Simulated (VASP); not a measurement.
# Mg6O6F in VASP: notebook

Mg6O6F is run at these levels: PBE; tasks: single point.

Everything below comes from runs of VASP 6.6.1. Logs are shortened: lines on timing, memory, paths and dates and some standing lists are left out, and cuts for length are marked.

**1. The cell of the first run**

The cell holds a slab with vacuum, 26 atoms: a = 6.238 Å, b = 6.238 Å, c = 18.367 Å, α = 90.00°, β = 90.00°, γ = 60.00°.

**2. Single point, PBE**

File INCAR:

```
PREC = Accurate
ENCUT = 520
EDIFF = 1E-6
ISMEAR = -1
SIGMA = 0.02
LREAL = Auto
LASPH = True
NELM = 80
ALGO = Normal
ISIF = 2
LWAVE = False
LCHARG = True
GGA = PE
LELF = True
LVHAR = True
NBANDS = 74
```

File KPOINTS:

```
regular mesh
0
Gamma
  2 2 1
```

File POSCAR:

```
Mg6O6F
1.0
    6.2383790000      0.0000000000      0.0000000000
    3.1191890000      5.4025950000      0.0000000000
    0.0000000000      0.0000000000     18.3670190000
Mg O F
12 12 2
Direct
    0.0000000000      0.0000000000      0.0544454165
    0.0000001264      0.4999999075      0.0544454165
    0.4999999199      0.0000000000      0.0544454165
    0.5000000463      0.4999999075      0.0544454165
    0.6708261622      0.6583554755      0.2032673892
    0.6713436302      0.1708960231      0.2032262285
    0.1665635732      0.6669202485      0.1938844295
    0.1577721126      0.1708799197      0.2032542679
    0.3396424159      0.3210423880      0.3311151908
    0.3355958263      0.8339055583      0.3295164556
    0.8345886897      0.3312365632      0.4264403494
    0.8308979991      0.8339470199      0.3294748593
    0.3333334063      0.8333332408      0.1237764277
    0.3333332799      0.3333333333      0.1237764277
    0.8333333262      0.8333332408      0.1237764277
    0.8333333600      0.3333333333      0.1237764277
    0.0091269762      0.5088939667      0.2511919871
    0.0091332075     -0.0182808447      0.2515609637
    0.4819854979      0.5088863777      0.2511963972
    0.4997015234      0.0006545003      0.2525958077
    0.6708473752      0.1604192060      0.3789471226
    0.6740459483      0.6524311002      0.3721242407
    0.1691709237      0.1603829271      0.3789834921
    0.1694172455      0.6615437581      0.3773561186
    0.1658135684      0.6682897756      0.4558725616
    0.7794030288      0.4406861888      0.5211979146
```

Potentials or basis: VASP PAW PBE potentials, release 64 (Mg, O, F).

Launch:

```bash
$ cat potpaw_PBE.64/Mg/POTCAR potpaw_PBE.64/O/POTCAR potpaw_PBE.64/F/POTCAR > POTCAR
$ mpirun -np 1 vasp_std > vasp.out
```

OUTCAR:

```text
PREC = Accurate
   ENCUT = 520
   EDIFF = 1E-6
   ISMEAR = -1
   LREAL = Auto
   LASPH = True
   NELM = 80
   ISIF = 2
   GGA = PE

 ion  position               nearest neighbor table
   1  0.000  0.000  0.054-  16 2.21  15 2.21  13 2.21   3 3.12   4 3.12   2 3.12   2 3.12   3 3.12
                             4 3.12   7 3.13   6 3.26   8 3.26
   2  0.000  0.500  0.054-  14 2.21  16 2.21  15 2.21   3 3.12   4 3.12   1 3.12   1 3.12   4 3.12
                             3 3.12   7 3.13   8 3.26   5 3.26
   3  0.500  0.000  0.054-  13 2.21  14 2.21  15 2.21   2 3.12   1 3.12   4 3.12   4 3.12   1 3.12
                             2 3.12   5 3.30   6 3.30   8 3.30
   4  0.500  0.500  0.054-  16 2.21  14 2.21  13 2.21   2 3.12   1 3.12   3 3.12   3 3.12   2 3.12
                             1 3.12   7 3.13   6 3.26   5 3.26
   5  0.671  0.658  0.203-  17 2.03  19 2.03  20 2.06  16 2.28  15 2.34  13 2.34  10 2.94  12 2.94
                             6 3.04   8 3.04   7 3.12   7 3.12   8 3.20   6 3.20   2 3.26   4 3.26
   6  0.671  0.171  0.203-  19 2.03  18 2.03  20 2.06  16 2.28  15 2.34  14 2.34  12 2.95   9 2.96
                             8 3.03   5 3.04   7 3.12   7 3.13   5 3.20   8 3.20   1 3.26   4 3.26
   7  0.167  0.667  0.194-  19 2.00  17 2.00  18 2.00  13 2.21  15 2.21  14 2.21  12 3.08  10 3.08
                             8 3.12   6 3.12   5 3.12   5 3.12   6 3.13   8 3.13   1 3.13   4 3.13
   8  0.158  0.171  0.203-  17 2.03  18 2.03  20 2.06  16 2.28  13 2.34  14 2.34  10 2.95   9 2.96
                             6 3.03   5 3.04   7 3.12   7 3.13   5 3.20   6 3.20   1 3.26   2 3.26
   9  0.340  0.321  0.331-  23 1.99  21 1.99  24 2.03  20 2.25  19 2.31  17 2.32   6 2.96   8 2.96
                            10 3.05  12 3.05   7 3.14  12 3.19  10 3.19  11 3.58  11 3.58
  10  0.336  0.834  0.330-  23 1.98  22 1.99  24 2.03  19 2.27  18 2.27  20 2.28   5 2.94   8 2.95
                             9 3.05   7 3.08  12 3.09  12 3.15   9 3.19  11 3.59  11 3.60
  11  0.835  0.331  0.426-  26 1.84  22 2.00  23 2.01  21 2.01   9 3.58   9 3.58  10 3.59  12 3.59
                            10 3.60  12 3.60
  12  0.831  0.834  0.329-  21 1.98  22 1.99  24 2.03  18 2.27  17 2.27  20 2.28   5 2.94   6 2.95
                             9 3.05   7 3.08  10 3.09  10 3.15   9 3.19  11 3.59  11 3.60
  13  0.333  0.833  0.124-   3 2.21   4 2.21   1 2.21   7 2.21   5 2.34   8 2.34
  14  0.333  0.333  0.124-   2 2.21   4 2.21   3 2.21   7 2.21   6 2.34   8 2.34
  15  0.833  0.833  0.124-   2 2.21   1 2.21   3 2.21   7 2.21   6 2.34   5 2.34
  16  0.833  0.333  0.124-   4 2.21   2 2.21   1 2.21   6 2.28   8 2.28   5 2.28
  17  0.009  0.509  0.251-   7 2.00   8 2.03   5 2.03  12 2.27   9 2.32
  18  0.009  0.982  0.252-   7 2.00   8 2.03   6 2.03  12 2.27  10 2.27
  19  0.482  0.509  0.251-   7 2.00   6 2.03   5 2.03  10 2.27   9 2.31
  20  0.500  0.001  0.253-   8 2.06   6 2.06   5 2.06   9 2.25  10 2.28  12 2.28
  21  0.671  0.160  0.379-  12 1.98   9 1.99  11 2.01
  22  0.674  0.652  0.372-  12 1.99  10 1.99  11 2.00
  23  0.169  0.160  0.379-  10 1.98   9 1.99  11 2.01
  24  0.169  0.662  0.377-  25 1.44   9 2.03  10 2.03  12 2.03
  25  0.166  0.668  0.456-  24 1.44
  26  0.779  0.441  0.521-  11 1.84

  LATTYP: Found a hexagonal cell.
 ALAT       =     6.2383790164
 C/A-ratio  =     2.9441973551

  Lattice vectors:

 A1 = (  -3.1191890000,  -5.4025950000,   0.0000000000)
 A2 = (   6.2383790000,   0.0000000000,   0.0000000000)
 A3 = (   0.0000000000,   0.0000000000,  18.3670190000)

Analysis of symmetry for initial positions (statically):
=====================================================================
 Subroutine PRICEL returns:
 Original cell was already a primitive cell.

 Routine SETGRP: Setting up the symmetry group for a
 hexagonal supercell.

 Subroutine GETGRP returns: Found  1 space group operations
 (whereof  1 operations were pure point group operations)
 out of a pool of 24 trial point group operations.

The static configuration has the point symmetry C_1 .

Analysis of symmetry for dynamics (positions and initial velocities):
=====================================================================
 Subroutine PRICEL returns:
 Original cell was already a primitive cell.

 Routine SETGRP: Setting up the symmetry group for a
 hexagonal supercell.

 Subroutine GETGRP returns: Found  1 space group operations
 (whereof  1 operations were pure point group operations)
 out of a pool of 24 trial point group operations.

The dynamic configuration has the point symmetry C_1 .

 Subroutine INISYM returns: Found  1 space group operations
 (whereof  1 operations are pure point group operations),
[... 48 lines left out ...]
                 3           3
                 4           4
                 5           5
                 6           6
[... 18 lines left out ...]
                25          25
                26          26

----------------------------------------------------------------------------------------

 KPOINTS: regular mesh

Automatic generation of k-mesh.
 Grid dimensions read from file:
 generate k-points for:    2    2    1

 Generating k-lattice:

  Cartesian coordinates                     Fractional coordinates (reciprocal lattice)
     0.080149026 -0.046274052  0.000000000     0.500000000  0.000000000  0.000000000
     0.000000000  0.092548118  0.000000000     0.000000000  0.500000000  0.000000000
     0.000000000  0.000000000  0.054445417     0.000000000  0.000000000  1.000000000

  Length of vectors
     0.092548118  0.092548118  0.054445417

  Shift w.r.t. Gamma in fractional coordinates (k-lattice)
     0.000000000  0.000000000  0.000000000

 Subroutine IBZKPT returns following result:
 ===========================================

 Found      4 irreducible k-points:

 Following reciprocal coordinates:
            Coordinates               Weight
  0.000000  0.000000  0.000000      1.000000
  0.500000 -0.000000  0.000000      1.000000
  0.500000  0.500000  0.000000      1.000000
  0.000000  0.500000  0.000000      1.000000
   k-points           NKPTS =      4   k-points in BZ     NKDIM =      4   number of bands    NBANDS=     74
   number of dos      NEDOS =    301   number of ions     NIONS =     26
   total plane-waves  NPLWV = 322560
   dimension x,y,z NGX =    48 NGY =   48 NGZ =  140
   dimension x,y,z NGXF=    96 NGYF=   96 NGZF=  280
   ions per type =              12  12   2
   NGX,Y,Z   is equivalent  to a cutoff of  12.79, 12.79, 12.67 a.u.
   NGXF,Y,Z  is equivalent  to a cutoff of  25.58, 25.58, 25.34 a.u.
 SYSTEM =  unknown system
   PREC   = accura    normal or accurate (medium, high low for compatibility)
   ISTART =      0    job   : 0-new  1-cont  2-samecut
   ICHARG =      2    charge: 1-file 2-atom 10-const
   ISPIN  =      1    spin polarized calculation?
   LNONCOLLINEAR =      F non collinear calculations
   LSORBIT =      F    spin-orbit coupling
   LASPH  =      T    aspherical Exc in radial PAW
   ENCUT  =  520.0 eV  38.22 Ry    6.18 a.u.  11.60 11.60 34.15*2*pi/ulx,y,z
   NELM   =     80;   NELMIN=  2; NELMDL= -5     # of ELM steps
   EDIFF  = 0.1E-05   stopping-criterion for ELM
   LREAL  =      T    real-space projection
   EDIFFG = 0.1E-04   stopping-criterion for IOM
   NSW    =      0    number of steps for IOM
[... 5 lines left out ...]
   TEBEG  =    0.0;   TEEND  =   0.0 temperature during run
   PSTRESS=    0.0 pullay stress
   NELECT =     110.0000    total number of electrons
   NUPDOWN=      -1.0000    fix difference up-down
   EMIN   =  10.00;   EMAX   =-10.00  energy-range for DOS
   EFERMI =   0.00;   METHOD = LEGACY
   ISMEAR =    -1;   SIGMA  =   0.02  broadening in eV -4-tet -1-fermi 0-gaus
   EFERMI_NEDOS =   21; number of points for ismear=-14 and -15
   IALGO  =     38    algorithm
   IMIX   =      4    mixing-type and parameters
     AMIX     =   0.40;   BMIX     =  1.00
     AMIX_MAG =   1.60;   BMIX_MAG =  1.00
  volume/ion in A,a.u.               =      23.81       160.67
  Fermi-wavevector in a.u.,A,eV,Ry     =   0.920382  1.739270 11.525536  0.847103
  Thomas-Fermi vector in A             =   2.045681
   LORBIT       =      0    0 simple, 1 ext, 2 COOP (PROOUT), +10 PAW based schemes
   GGA     = PE    functional components
   LHFCALC =     F    Hartree Fock is set to
   AEXX    =    0.0000 exact exchange contribution
   IVDW    =     0    specifies the selected vdW correction
   LEPSILON=     F    determine dielectric tensor
   LRPA    =     F    only Hartree local field effects (RPA)
 non-spin polarized calculation
  energy-cutoff  :      520.00
  volume of cell :      619.03
 maximum number of plane-waves:     16696
 NGX is ok and might be reduce to    48
   NGX = 23   NGY = 23   NGZ = 69

 number of electron     109.9999978 magnetization

 Free energy of the ion-electron system (eV)
  ---------------------------------------------------
  ext. energy  EPLUGINS =         0.00000000
  ---------------------------------------------------
  free energy    TOTEN  =      -129.54334165 eV

  energy without entropy =     -129.48863326  energy(sigma->0) =     -129.51598745

 E-fermi :  -2.4799     XC(G=0):  -5.7617

 val. band max:       -2.4802491108   @ k =   0.5000  -0.0000   0.0000
 cond. band min:      -2.4733125819   @ k =   0.0000   0.5000   0.0000
 fundamental gap:      0.0069365289
 Fermi energy:        -2.4798981841

 k-point     1 :       0.0000    0.0000    0.0000
  band No.  band energies     occupation
      1     -26.4409      2.00000
      2     -21.5501      2.00000
      3     -20.0557      2.00000
      4     -19.3949      2.00000
      5     -19.3843      2.00000
      6     -19.3765      2.00000
[... 269 lines left out ...]
     66       3.8053      0.00000
     67       4.4109      0.00000
 [bands above 67 left out]

------------------------ aborting loop because EDIFF is reached ----------------------------------------

  FORCE on cell =-STRESS in cart. coord.  units (eV):
  Direction    XX          YY          ZZ          XY          YZ          ZX
  --------------------------------------------------------------------------------------
  -------------------------------------------------------------------------------------
  Total       -6.6439647     -5.7734046    -11.5244473     -0.0026558     -0.2129115     -0.0010051
  in kB      -17.1959056    -14.9427226    -29.8275680     -0.0068737     -0.5510573     -0.0026014
  external PRESSURE =     -20.6553988 kB  Pullay stress =       0.0000000 kB

 VOLUME and BASIS-vectors are now :
 -----------------------------------------------------------------------------
  energy-cutoff  :      520.00
  volume of cell :      619.03
      direct lattice vectors                 reciprocal lattice vectors
     6.238379000  0.000000000  0.000000000     0.160298052 -0.092548103  0.000000000
     3.119189000  5.402595000  0.000000000     0.000000000  0.185096236  0.000000000
     0.000000000  0.000000000 18.367019000     0.000000000  0.000000000  0.054445417

 POSITION                                       TOTAL-FORCE (eV/Angst)
 -----------------------------------------------------------------------------------
      0.00000      0.00000      1.00000         0.000449      0.117011      2.078667
      1.55960      2.70130      1.00000        -0.104022     -0.055657      2.097971
      3.11919      0.00000      1.00000        -0.000286     -0.002743      2.249273
      4.67878      2.70130      1.00000         0.104302     -0.055239      2.097566
      6.23840      3.55683      3.73342         0.000156      0.002653     -0.025360
      4.72115      0.92328      3.73266        -0.000523      0.000492     -0.023249
[... 18 lines left out ...]
      3.11893      3.61050      8.37302         0.000391      0.009167      0.315641
      6.23679      2.38085      9.57285        -0.000361     -0.056324      0.037067
 -----------------------------------------------------------------------------------
    total drift:                               -0.002469     -0.013538     -0.000220

  FREE ENERGIE OF THE ION-ELECTRON SYSTEM (eV)
  ---------------------------------------------------
  free  energy   TOTEN  =      -129.5433416463 eV

  energy  without entropy=     -129.4886332560  energy(sigma->0) =     -129.51598745
```

Run time: 22 min. Hardware: 1 thread of Oxide Virtual Turin-like, shared host; peak memory 0.68 GiB.

Results:

```
Free energy            : -129.5433 eV
Largest force          : 2.249 eV/Å
Band gap on the k mesh : zero (bands 55 and 56 overlap by 0.02 eV)
```

Forces on the atoms (eV/Å):
```
Mg   0.000  0.117  2.079
Mg  -0.104 -0.056  2.098
Mg   0.000 -0.003  2.249
Mg   0.104 -0.055  2.098
Mg   0.000  0.003 -0.025
Mg  -0.001  0.000 -0.023
Mg   0.000  0.000 -0.038
Mg   0.001  0.000 -0.023
Mg   0.000  0.007 -0.018
Mg  -0.003 -0.003 -0.023
Mg  -0.001  0.008 -0.019
Mg   0.003 -0.003 -0.023
O   -0.040 -0.032 -2.223
O    0.000  0.072 -2.222
O    0.040 -0.032 -2.224
O    0.000  0.006 -1.734
O    0.007  0.006  0.013
O    0.000 -0.007  0.011
O   -0.007  0.007  0.013
O    0.000  0.002  0.015
O    0.011  0.007 -0.004
O    0.000  0.003  0.008
O   -0.012  0.007 -0.004
O   -0.001 -0.008 -0.333
F    0.000  0.009  0.316
F    0.000 -0.056  0.037
```

Caveat: the k points lie up to 0.58 Å⁻¹ apart; there is no dipole correction, which matters where the two faces differ.

**3. Single point, PBE**

File INCAR:

```
PREC = Accurate
ENCUT = 520
EDIFF = 1E-6
ISMEAR = -1
SIGMA = 0.02
LREAL = Auto
LASPH = T
NELM = 100
ALGO = Normal
ISIF = 2
LWAVE = F
LCHARG = F
GGA = PE
NBANDS = 74
```

File KPOINTS:

```
Automatic mesh
0
Gamma
  2 2 1
```

File POSCAR:

```
Mg6O6F
1.0
    6.2383790000      0.0000000000      0.0000000000
    3.1191890000      5.4025950000      0.0000000000
    0.0000000000      0.0000000000     18.3670190000
Mg O F
12 12 2
Direct
    0.0000000000      0.0000000000      0.0544454165
    0.0000001264      0.4999999075      0.0544454165
    0.4999999199      0.0000000000      0.0544454165
    0.5000000463      0.4999999075      0.0544454165
    0.6709826545      0.6579767686      0.2026663118
    0.6722101298      0.1691729623      0.2031513116
    0.1668311138      0.6663614430      0.1938400020
    0.1586065198      0.1691453829      0.2031913834
    0.3426254553      0.3152314767      0.3320227959
    0.3365862358      0.8301999317      0.3293481103
    0.8397783230      0.3210451644      0.4219241021
    0.8337848106      0.8303024750      0.3292925760
    0.3333334063      0.8333332408      0.1237764277
    0.3333332799      0.3333333333      0.1237764277
    0.8333333262      0.8333332408      0.1237764277
    0.8333333600      0.3333333333      0.1237764277
    0.0091422748      0.5074870502      0.2512017873
    0.0096172792     -0.0192711095      0.2518168572
    0.4833061536      0.5074607665      0.2512044007
    0.5005998449     -0.0011427842      0.2525040672
    0.6715105111      0.1514470361      0.3799545261
    0.6813353450      0.6381366732      0.3672448425
    0.1776537530      0.1513863245      0.3799917123
    0.1717746194      0.6570098258      0.3772527267
    0.1652216625      0.6693379755      0.4557727631
    0.7348737678      0.5298287212      0.5020498427
```

Potentials or basis: VASP PAW PBE potentials, release 64 (Mg, O, F).

Launch:

```bash
$ cat potpaw_PBE.64/Mg/POTCAR potpaw_PBE.64/O/POTCAR potpaw_PBE.64/F/POTCAR > POTCAR
$ mpirun -np 1 vasp_std > vasp.out
```

Run time: 25 min. Hardware: 1 thread of Oxide Virtual Turin-like, shared host; peak memory 0.67 GiB.

The run converged. Its results:

```yaml
Free_energy: -129.5143 eV
Largest_force: 2.214 eV/Å
Band_gap_on_the_k_mesh: zero (filled and empty bands overlap)
```

Forces on the atoms (eV/Å):
```
Mg   0.000  0.098  2.044
Mg  -0.082 -0.054  2.064
Mg   0.000  0.004  2.214
Mg   0.082 -0.053  2.063
Mg   0.000  0.002 -0.026
Mg   0.000  0.000 -0.024
Mg   0.000 -0.002 -0.036
Mg   0.000  0.000 -0.025
Mg   0.000  0.002 -0.017
Mg  -0.003 -0.007 -0.024
Mg   0.000  0.005 -0.028
Mg   0.003 -0.007 -0.024
O   -0.036 -0.041 -2.177
O   -0.001  0.084 -2.142
O    0.036 -0.041 -2.177
O    0.000  0.003 -1.716
O    0.006  0.005  0.013
O    0.000 -0.007  0.012
O   -0.005  0.005  0.013
O    0.000  0.001  0.017
O    0.010  0.004 -0.004
O   -0.002  0.000  0.000
O   -0.010  0.004 -0.004
O    0.000 -0.013 -0.328
F    0.000  0.012  0.314
F    0.002 -0.004 -0.002
```

Levels at points of the mesh, in eV from the Fermi level:
| k point | band 51 | band 52 | band 53 | band 54 | band 55 | band 56 | band 57 | band 58 | band 59 | band 60 |
| --- | --- | --- | --- | --- | --- | --- | --- | --- | --- | --- |
| (0.00, 0.00, 0.00) | -0.36 | -0.26 | -0.25 | -0.14 | 0.01 | 0.03 | 2.17 | 2.20 | 2.21 | 3.01 |
| (0.50, 0.00, 0.00) | -0.43 | -0.34 | -0.28 | -0.13 | -0.02 | 0.00 | 0.09 | 1.60 | 1.61 | 3.54 |
| (0.50, 0.50, 0.00) | -0.43 | -0.33 | -0.28 | -0.13 | -0.02 | 0.00 | 0.09 | 1.60 | 1.61 | 3.54 |
| (0.00, 0.50, 0.00) | -0.41 | -0.27 | -0.27 | -0.14 | -0.01 | 0.04 | 0.04 | 1.60 | 1.61 | 3.53 |

Caveat: the k points lie up to 0.58 Å⁻¹ apart; there is no dipole correction, which matters where the two faces differ.
